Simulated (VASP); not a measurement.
# Mg: single point with PBE

The system is Mg.

```
Mg
1.0
     0.00000    2.30529    2.30529
     2.30529    0.00000    2.30529
     2.30529    2.30529    0.00000
Mg
1
Direct
  0.00000 0.00000 0.00000
```

This isn't the form of Mg at room conditions, which is hcp.

- Program: VASP 6.6.1
- Task: single point
- Functional: PBE
- Potentials or basis: VASP PAW PBE potentials, release 64 (Mg)
- Cutoff: 520 eV
- k mesh: 41 × 41 × 41
- Occupations: fermi-dirac, width 0.0612256 eV
- Spin: no spin polarisation

| Property | Result |
| --- | --- |
| Pressure | -1.9 GPa |
| Band gap on the k mesh | zero (bands 1 and 2 overlap by 2.49 eV) |

Levels at points of the mesh, in eV from the Fermi level:
| k point | band 1 | band 2 | band 3 | band 4 | band 5 | band 6 |
| --- | --- | --- | --- | --- | --- | --- |
| (0.00, 0.00, 0.00) | -6.63 | 11.98 | 11.98 | 11.98 | 13.57 | 13.57 |

Run time: 80 s on 1 thread of Intel(R) Xeon(R) Platinum 8559C (Emerald Rapids) (shared host), peak memory 0.41 GiB.
